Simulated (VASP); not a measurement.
# SrCl2 (R-3m) in VASP: a series of runs

SrCl2 is run at these levels: LDA; tasks: single point.

Program: VASP 6.6.1. These are calculated values, not measurements. Logs are shortened: lines on timing, memory, paths and dates and some standing lists are left out, and cuts for length are marked.

### Step 1. The cell of the first run

The structure is trigonal, space group R-3m (No. 166). Conventional cell: a = 6.210 Å, b = 6.210 Å, c = 7.606 Å, α = 90.00°, β = 90.00°, γ = 120.00°. Within 2.5 Å of Sr (site symmetry -3m) lie 2 Cl at 1.90 Å. Cl (site symmetry 3m) has 1 Sr at 1.90 Å within 2.5 Å.

### Step 2. Single point, LDA

File INCAR:

```
  PREC = Accurate
  ENCUT = 520
  EDIFF = 1E-7
  ISMEAR = 0
  SIGMA = 0.05
  LREAL = F
  LASPH = T
  NELM = 100
  ALGO = Normal
  ISIF = 2
  LWAVE = F
  LCHARG = F
  NBANDS = 19
```

File KPOINTS:

```
regular mesh
0
Gamma
  6 6 6
```

File POSCAR:

```
SrCl2
1.0
   -1.4638182731      2.9276365463      2.9276365463
    2.9276365463     -1.4638182731      2.9276365463
    2.9276365463      2.9276365463     -1.4638182731
Sr Cl
1 2
Direct
    0.0000000000      0.0000000000      0.0000000000
    0.2500000000      0.2500000000      0.2500000000
    0.7500000000      0.7500000000      0.7500000000
```

Potentials or basis: VASP PAW LDA potentials, release 64 (Sr_sv, Cl).

Launch:

```
> cat potpaw_LDA.64/Sr_sv/POTCAR potpaw_LDA.64/Cl/POTCAR > POTCAR
> mpirun -np 1 vasp_std > vasp.out
```

OUTCAR:

```text
PREC = Accurate
   ENCUT = 520
   EDIFF = 1E-7
   ISMEAR = 0
   LREAL = F
   LASPH = T
   NELM = 100
   ISIF = 2

 ion  position               nearest neighbor table
   1  0.000  0.000  0.000-   2 1.90   3 1.90   3 3.64   2 3.64   3 3.64   3 3.64   2 3.64   2 3.64

   2  0.250  0.250  0.250-   1 1.90   1 3.64   1 3.64   1 3.64
   3  0.750  0.750  0.750-   1 1.90   1 3.64   1 3.64   1 3.64

 -----------------------------------------------------------------------------
|                                                                             |
|           W    W    AA    RRRRR   N    N  II  N    N   GGGG   !!!           |
|           W    W   A  A   R    R  NN   N  II  NN   N  G    G  !!!           |
|           W    W  A    A  R    R  N N  N  II  N N  N  G       !!!           |
|           W WW W  AAAAAA  RRRRR   N  N N  II  N  N N  G  GGG   !            |
|           WW  WW  A    A  R   R   N   NN  II  N   NN  G    G                |
|           W    W  A    A  R    R  N    N  II  N    N   GGGG   !!!           |
|                                                                             |
|     The distance between some ions is very small. Please check the          |
|     nearest-neighbor list in the OUTCAR file.                               |
|     I HOPE YOU KNOW WHAT YOU ARE DOING!                                     |
|                                                                             |
 -----------------------------------------------------------------------------

  LATTYP: Found a simple cubic cell.
 ALAT       =     4.3914548194

  Lattice vectors:

 A1 = (  -1.4638182731,   2.9276365463,   2.9276365463)
 A2 = (   2.9276365463,  -1.4638182731,   2.9276365463)
 A3 = (   2.9276365463,   2.9276365463,  -1.4638182731)

Analysis of symmetry for initial positions (statically):
=====================================================================
 Subroutine PRICEL returns:
 Original cell was already a primitive cell.

 Routine SETGRP: Setting up the symmetry group for a
 simple cubic supercell.

 Subroutine GETGRP returns: Found 12 space group operations
 (whereof 12 operations were pure point group operations)
 out of a pool of 48 trial point group operations.

The static configuration has the point symmetry D_3d.

Analysis of symmetry for dynamics (positions and initial velocities):
=====================================================================
 Subroutine PRICEL returns:
 Original cell was already a primitive cell.

 Routine SETGRP: Setting up the symmetry group for a
 simple cubic supercell.

 Subroutine GETGRP returns: Found 12 space group operations
 (whereof 12 operations were pure point group operations)
 out of a pool of 48 trial point group operations.

The dynamic configuration has the point symmetry D_3d.

 Subroutine INISYM returns: Found 12 space group operations
 (whereof 12 operations are pure point group operations),
 and found     1 'primitive' translations

----------------------------------------------------------------------------------------

                                     Primitive cell

  volume of cell :      84.6887

  direct lattice vectors                    reciprocal lattice vectors
    -1.463818273  2.927636546  2.927636546    -0.075904990  0.151809980  0.151809980
     2.927636546 -1.463818273  2.927636546     0.151809980 -0.075904990  0.151809980
     2.927636546  2.927636546 -1.463818273     0.151809980  0.151809980 -0.075904990

  length of vectors
     4.391454819  4.391454819  4.391454819     0.227714969  0.227714969  0.227714969

  position of ions in fractional coordinates (direct lattice)
     0.000000000  0.000000000  0.000000000
     0.250000000  0.250000000  0.250000000
     0.750000000  0.750000000  0.750000000

  ion indices of the primitive-cell ions
   primitive index   ion index
                 1           1
                 2           2
                 3           3

----------------------------------------------------------------------------------------

 KPOINTS: regular mesh

[... 47 lines left out ...]
   LORBIT       =      0    0 simple, 1 ext, 2 COOP (PROOUT), +10 PAW based schemes
   GGA     = CA    functional components
   LHFCALC =     F    Hartree Fock is set to
   AEXX    =    0.0000 exact exchange contribution
   IVDW    =     0    specifies the selected vdW correction
   LEPSILON=     F    determine dielectric tensor
   LRPA    =     F    only Hartree local field effects (RPA)
 non-spin polarized calculation
 Gauss-broadening in eV      SIGMA  =   0.05
  energy-cutoff  :      520.00
  volume of cell :       84.69
 maximum number of plane-waves:      2301
 NGX is ok and might be reduce to    36

 number of electron      23.9999997 magnetization

 Free energy of the ion-electron system (eV)
  ---------------------------------------------------
  ext. energy  EPLUGINS =         0.00000000
  ---------------------------------------------------
  free energy    TOTEN  =        -0.51857893 eV

  energy without entropy =       -0.51807406  energy(sigma->0) =       -0.51832649

 E-fermi :   3.3719     XC(G=0):  -8.5643

 val. band max:        3.3615365959   @ k =   0.0000   0.0000   0.0000
 cond. band min:       3.6756711142   @ k =   0.1667   0.0000   0.0000
 fundamental gap:      0.3141345182
 Fermi energy:         3.3719183299

 k-point     1 :       0.0000    0.0000    0.0000
  band No.  band energies     occupation
      1     -32.6568      2.00000
      2     -19.5708      2.00000
      3     -14.3624      2.00000
      4     -14.3624      2.00000
      5     -13.6849      2.00000
      6      -9.9247      2.00000
[... 11 lines left out ...]
     18       7.5678      0.00000
     19       7.5678      0.00000

 k-point     2 :       0.1667    0.0000    0.0000
  band No.  band energies     occupation
      1     -32.6552      2.00000
      2     -19.5826      2.00000
      3     -14.3991      2.00000
      4     -14.3598      2.00000
      5     -13.6255      2.00000
      6      -9.9968      2.00000
[... 11 lines left out ...]
     18       8.1482      0.00000
     19       8.3933      0.00000

 k-point     3 :       0.3333    0.0000    0.0000
  band No.  band energies     occupation
      1     -32.6519      2.00000
      2     -19.6066      2.00000
      3     -14.4506      2.00000
      4     -14.3546      2.00000
      5     -13.5297      2.00000
      6     -10.1334      2.00000
[... 434 lines left out ...]
      1     -32.6455      2.00000
      2     -19.6356      2.00000
      3     -14.4693      2.00000
      4     -14.4384      2.00000
      5     -13.4760      2.00000
      6     -10.1416      2.00000
[... 11 lines left out ...]
     18       9.4072      0.00000
     19      10.0482      0.00000

 k-point    24 :       0.5000    0.3333    0.1667
  band No.  band energies     occupation
      1     -32.6438      2.00000
      2     -19.6458      2.00000
      3     -14.4978      2.00000
      4     -14.4150      2.00000
      5     -13.4946      2.00000
      6     -10.0755      2.00000
[... 11 lines left out ...]
     18       8.2414      0.00000
     19       9.4744      0.00000

 [... further k-points ...]
[... 5 lines left out ...]
  --------------------------------------------------------------------------------------
  -------------------------------------------------------------------------------------
  Total       28.7112183     28.7112183     28.7112183     31.3291017     31.3291017     31.3291017
  in kB      543.1714645    543.1714645    543.1714645    592.6977365    592.6977365    592.6977365
  external PRESSURE =     543.1714645 kB  Pullay stress =       0.0000000 kB

 VOLUME and BASIS-vectors are now :
 -----------------------------------------------------------------------------
  energy-cutoff  :      520.00
  volume of cell :       84.69
      direct lattice vectors                 reciprocal lattice vectors
    -1.463818273  2.927636546  2.927636546    -0.075904990  0.151809980  0.151809980
     2.927636546 -1.463818273  2.927636546     0.151809980 -0.075904990  0.151809980
     2.927636546  2.927636546 -1.463818273     0.151809980  0.151809980 -0.075904990

 POSITION                                       TOTAL-FORCE (eV/Angst)
 -----------------------------------------------------------------------------------
      0.00000      0.00000      0.00000        -0.000000     -0.000000      0.000000
      1.09786      1.09786      1.09786        13.731531     13.731531     13.731531
      3.29359      3.29359      3.29359       -13.731531    -13.731531    -13.731531
 -----------------------------------------------------------------------------------
    total drift:                                0.000000      0.000000     -0.000000

  FREE ENERGIE OF THE ION-ELECTRON SYSTEM (eV)
  ---------------------------------------------------
  free  energy   TOTEN  =        -0.5185789292 eV

  energy  without entropy=       -0.5180740594  energy(sigma->0) =       -0.51832649
```

Run time: 34 s. Hardware: 1 thread of Intel Xeon Platinum 8259CL at 2.50GHz (Skylake/Cascade Lake), shared host; peak memory 0.2 GiB.

Results:

```yaml
Free_energy: -0.5186 eV
Pressure: 54.3 GPa
Largest_force: 23.784 eV/Å
```

Forces on the atoms (eV/Å):
```
Sr    0.000   0.000   0.000
Cl   13.732  13.732  13.732
Cl  -13.732 -13.732 -13.732
```

Caveat: forces of over 1 eV/Å act on the atoms, so gaps and moduli don't describe the material at rest.

### Step 3. Single point, LDA

This run uses another cell than the first one, of the same volume but with other edges.

File INCAR:

```
ALGO     = Normal         # electronic algorithm
EDIFF    = 1E-6           # SCF threshold, eV
ENCUT    = 520            # plane-wave cutoff, eV
ISIF     = 2              # what is computed and relaxed
ISMEAR   = 0              # smearing method
LASPH    = T              # aspherical terms in the spheres
LCHARG   = F              # write CHGCAR
LREAL    = F              # projectors in reciprocal space
LWAVE    = F              # write WAVECAR
NBANDS   = 19             # bands
NELM     = 100            # most SCF steps
PREC     = Accurate       # precision mode
SIGMA    = 0.05           # smearing width, eV
```

File KPOINTS:

```
k-points
0
Gamma
  6 6 6
```

File POSCAR:

```
SrCl2
1.0
    1.8442954555      4.6107386389      4.6107386389
    4.6107386389      1.8442954555      4.6107386389
    4.6107386389      4.6107386389      1.8442954555
Sr Cl
1 2
Direct
    0.0000000000      0.0000000000      0.0000000000
    0.2500000000      0.2500000000      0.2500000000
    0.7500000000      0.7500000000      0.7500000000
```

Potentials or basis: VASP PAW LDA potentials, release 64 (Sr_sv, Cl).

Launch:

```
> cat potpaw_LDA.64/Sr_sv/POTCAR potpaw_LDA.64/Cl/POTCAR > POTCAR
> mpirun -np 1 vasp_std > vasp.out
```

It took 93 s on 1 thread of Intel Xeon Platinum 8259CL at 2.50GHz (Skylake/Cascade Lake), shared host; peak memory 0.29 GiB.

The run converged. Its results:

```
Free energy            : -13.4424 eV
Pressure               : 3.9 GPa
Largest force          : 0.188 eV/Å
Band gap on the k mesh : 4.99 eV, indirect (least direct gap 5.39 eV)
```

Forces on the atoms (eV/Å):
```
Sr   0.000  0.000  0.000
Cl  -0.108 -0.108 -0.108
Cl   0.108  0.108  0.108
```

Stress tensor (GPa, compression positive):
```
 3.93 -1.84 -1.84
-1.84  3.93 -1.84
-1.84 -1.84  3.93
```

Levels at points of the mesh, in eV from the valence-band top:
```csv
k point,band 8,band 9,band 10,band 11,band 12,band 13,band 14,band 15,band 16,band 17
"(0.00, 0.00, 0.00)",-0.86,-0.86,0.00,0.00,0.00,5.75,6.86,6.86,6.96,7.97
"(0.50, 0.00, 0.00)",-1.19,-1.14,-0.94,-0.43,-0.24,5.33,8.69,8.80,9.56,9.56
"(0.50, 0.50, 0.00)",-1.20,-0.80,-0.73,-0.41,-0.40,4.99,7.97,8.62,9.12,9.59
"(0.50, 0.50, 0.50)",-0.91,-0.80,-0.80,-0.08,-0.08,6.58,6.94,6.94,7.14,7.68
```

 A k mesh can miss the band edges.

### Step 4. Single point, LDA

This run uses another cell than the first one, of the same volume but with other edges.

File INCAR:

```
PREC = Accurate ; ENCUT = 520
EDIFF = 1E-7 ; ISMEAR = 0
SIGMA = 0.05 ; LREAL = False
LASPH = True ; NELM = 80
ALGO = Normal ; ISIF = 2
LWAVE = False ; LCHARG = True
LELF = True ; LVHAR = True
NBANDS = 19
```

File KPOINTS:

```
regular mesh
0
Gamma
  6 6 6
```

File POSCAR:

```
SrCl2
1.0
   -0.7553572054      3.1516628226      3.1516628226
    3.1516628226     -0.7553572054      3.1516628226
    3.1516628226      3.1516628226     -0.7553572054
Sr Cl
1 2
Direct
    0.0000000000      0.0000000000      0.0000000000
    0.2500000000      0.2500000000      0.2500000000
    0.7500000000      0.7500000000      0.7500000000
```

Launch:

```
> cat potpaw_LDA.64/Sr_sv/POTCAR potpaw_LDA.64/Cl/POTCAR > POTCAR
> mpirun -np 1 vasp_std > vasp.out
```

Run time: 34 s. Hardware: 1 thread of Intel Xeon Platinum 8259CL at 2.50GHz (Skylake/Cascade Lake), shared host; peak memory 0.19 GiB.

It converged, with:

* Free energy: -12.5088 eV
* Pressure: 7.4 GPa
* Largest force: 3.791 eV/Å
* Band gap on the k mesh: 4.59 eV, indirect (least direct gap 4.60 eV)

Forces in eV/Å, atoms in the order of the input:
```
Sr   0.000  0.000  0.000
Cl   2.189  2.189  2.189
Cl  -2.189 -2.189 -2.189
```

Stress tensor (GPa, compression positive):
```
 7.44 12.11 12.11
12.11  7.44 12.11
12.11 12.11  7.44
```

Levels at points of the mesh, in eV from the valence-band top:
```
           k point  band 9  band 10  band 11  band 12  band 13  band 14  band 15  band 16
(0.00, 0.00, 0.00)   -2.17    -0.37    -0.37    -0.02     4.59     6.22     6.22     7.85
(0.50, 0.00, 0.00)   -1.65    -1.40    -1.17    -0.38     5.96     6.75     7.26     7.52
(0.50, 0.50, 0.00)   -1.20    -1.12    -0.41     0.00     5.47     6.44     7.48     7.68
(0.50, 0.50, 0.50)   -1.66    -1.26    -1.26    -0.74     7.31     7.31     7.31     7.72
```

Caveat: forces of over 1 eV/Å act on the atoms, so gaps and moduli don't describe the material at rest. A k mesh can miss the band edges.

### Step 5. Single point, LDA

This run uses another cell than the first one, of the same volume but with other edges.

File INCAR:

```
  PREC = Accurate
  ENCUT = 520
  EDIFF = 1E-7
  ISMEAR = 0
  SIGMA = 0.05
  LREAL = False
  LASPH = True
  NELM = 80
  ALGO = Normal
  ISIF = 2
  LWAVE = False
  LCHARG = False
  NBANDS = 19
```

File KPOINTS:

```
Automatic mesh
0
Gamma
  6 6 6
```

File POSCAR:

```
SrCl2
1.0
    0.8496068016      3.9579243683      3.9579243683
    3.9579243683      0.8496068016      3.9579243683
    3.9579243683      3.9579243683      0.8496068016
Sr Cl
1 2
Direct
    0.0000000000      0.0000000000      0.0000000000
    0.2500000000      0.2500000000      0.2500000000
    0.7500000000      0.7500000000      0.7500000000
```

Launch:

```
> cat potpaw_LDA.64/Sr_sv/POTCAR potpaw_LDA.64/Cl/POTCAR > POTCAR
> mpirun -np 1 vasp_std > vasp.out
```

Wall time 59 s (1 thread of Intel Xeon Platinum 8259CL at 2.50GHz (Skylake/Cascade Lake), shared host); peak memory 0.23 GiB.

Results (log left out):

```yaml
Free_energy: -13.8364 eV
Pressure: 0.7 GPa
Largest_force: 0.235 eV/Å
Band_gap_on_the_k_mesh: 5.08 eV, direct
```

Forces on the atoms (eV/Å):
```
Sr   0.000  0.000  0.000
Cl  -0.136 -0.136 -0.136
Cl   0.136  0.136  0.136
```

Stress tensor (GPa, compression positive):
```
 0.70 -0.62 -0.62
-0.62  0.70 -0.62
-0.62 -0.62  0.70
```

Levels at points of the mesh, in eV from the valence-band top:
```
           k point  band 8  band 9  band 10  band 11  band 12  band 13  band 14  band 15  band 16  band 17
(0.00, 0.00, 0.00)   -1.88   -1.88    -0.45    -0.45     0.00     5.08     6.15     6.15     7.46     8.59
(0.50, 0.00, 0.00)   -1.53   -1.42    -1.38    -0.94    -0.85     6.21     7.19     7.69     7.90     8.67
(0.50, 0.50, 0.00)   -1.87   -1.34    -0.98    -0.31    -0.22     5.29     6.66     7.92     7.98     8.75
(0.50, 0.50, 0.50)   -1.63   -1.40    -1.28    -0.78    -0.78     6.29     6.43     6.43     7.30     8.04
```

 A k mesh can miss the band edges.

### Step 6. Single point, LDA

File INCAR:

```
ALGO = Normal
EDIFF = 1E-7
ENCUT = 520
GGA = CA
ISIF = 2
ISMEAR = 0
LASPH = True
LCHARG = False
LREAL = False
LWAVE = False
NBANDS = 19
NELM = 60
PREC = Accurate
SIGMA = 0.05
```

File KPOINTS:

```
k-points
0
Gamma
  6 6 6
```

File POSCAR:

```
SrCl2
1.0
   -1.1020045878      3.0305126165      3.0305126165
    3.0305126165     -1.1020045878      3.0305126165
    3.0305126165      3.0305126165     -1.1020045878
Sr Cl
1 2
Direct
    0.0000000000      0.0000000000      0.0000000000
    0.2500000000      0.2500000000      0.2500000000
    0.7500000000      0.7500000000      0.7500000000
```

Potentials or basis: VASP PAW LDA potentials, release 64 (Sr_sv, Cl).

Launch:

```
> cat potpaw_LDA.64/Sr_sv/POTCAR potpaw_LDA.64/Cl/POTCAR > POTCAR
> mpirun -np 1 vasp_std > vasp.out
```

It took 32 s on 1 thread of Intel Xeon Platinum 8259CL at 2.50GHz (Skylake/Cascade Lake), shared host; peak memory 0.19 GiB.

It converged, with:

| Property | Result |
| --- | --- |
| Free energy | -8.9526 eV |
| Pressure | 24.5 GPa |
| Largest force | 10.489 eV/Å |
| Band gap on the k mesh | 3.04 eV, direct |

Forces on the atoms (eV/Å):
```
Sr   0.000  0.000  0.000
Cl   6.056  6.056  6.056
Cl  -6.056 -6.056 -6.056
```

Stress tensor (GPa, compression positive):
```
24.52 29.55 29.55
29.55 24.52 29.55
29.55 29.55 24.52
```

Levels at points of the mesh, in eV from the valence-band top:
```
           k point  band 8  band 9  band 10  band 11  band 12  band 13  band 14  band 15  band 16  band 17
(0.00, 0.00, 0.00)   -3.67   -3.43    -1.66    -1.66     0.00     3.04     5.56     5.56     6.61     6.61
(0.50, 0.00, 0.00)   -3.17   -2.96    -2.50    -2.38    -0.47     4.61     4.72     6.50     6.62     6.80
(0.50, 0.50, 0.00)   -3.27   -2.78    -2.07    -2.02    -0.16     4.24     5.65     6.04     6.19     6.51
(0.50, 0.50, 0.50)   -3.10   -3.09    -2.43    -2.43    -0.84     5.87     5.87     6.23     7.06     7.06
```

Caveat: forces of over 1 eV/Å act on the atoms, so gaps and moduli don't describe the material at rest.

### Step 7. Summary

```tsv
cell	gap on the mesh (eV)	pressure (GPa)	largest force (eV/Å)
a = 4.391 Å, 3 atoms	-	54.3	23.78
a = 6.776 Å, angles 33.6°, 3 atoms	4.99	3.9	0.19
a = 4.521 Å, angles 75.3°, 3 atoms	4.59	7.4	3.79
a = 5.661 Å, angles 45.7°, 3 atoms	5.08	0.7	0.24
a = 4.425 Å, angles 82.7°, 3 atoms	3.04	24.5	10.49
```

Alike in all rows: task single point; level LDA; potentials or basis VASP PAW LDA potentials, release 64 (Sr_sv, Cl); no spin polarisation; k mesh 6 × 6 × 6; cutoff (eV) 520; smearing gaussian 0.05 eV.

Caveats: forces of over 1 eV/Å act on the atoms, so gaps and moduli don't describe the material at rest (some runs).

Total energies depend on the potentials used, so only differences within one code and one set of settings carry meaning.
